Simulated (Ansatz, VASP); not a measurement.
**One calculation of MnPt, two programs**

```xyz
4
Lattice="-2.7259 -2.7259 0.0000 -2.7259 2.7259 0.0000 0.0000 0.0000 -3.7120" Properties=species:S:1:pos:R:3 pbc="T T T"
Mn    0.0000    0.0000    0.0000
Mn   -2.7259    0.0000    0.0000
Pt   -1.3629    1.3629   -1.8560
Pt   -1.3629   -1.3629   -1.8560
```

Alike in both runs: task single point; functional LDA; k mesh 8 × 8 × 8; occupations fermi-dirac, width 0.1 eV; collinear spin; Hubbard terms Mn d U = 4.6 eV.

|  | VASP | Ansatz |
| --- | --- | --- |
| version | VASP 6.6.1 | Ansatz 0.2.0 |
| potentials or method | VASP PAW LDA potentials, release 64 (Mn_sv, Pt_sv_GW), cutoff 600 eV | PAW, plane waves, scalar-relativistic |
| valence electrons in the cell | 66 | 66 |

VASP gave:

- pressure (GPa): 9.7
- traceless stress, the component that is largest in VASP (GPa): -5.27
- net moment per atom (μB): 0.00
- size of the moment on the site where the two differ most (μB): 4.05

Q: Which values does Ansatz return?

A: Pressure (GPa): 14.6; traceless stress, the component that is largest in VASP (GPa): -5.49; net moment per atom (μB): 0.00; size of the moment on the site where the two differ most (μB): 4.18.

LDA's correlation is that of Perdew and Zunger in VASP and of Perdew and Wang (1992) in Ansatz. Site moments also hang on the region over which each program counts them. The programs project onto different local orbitals, so the same U acts differently, and such runs can settle in different states. Ansatz's warnings: filled band counts differ across k points.

Spin-orbit coupling is off throughout.
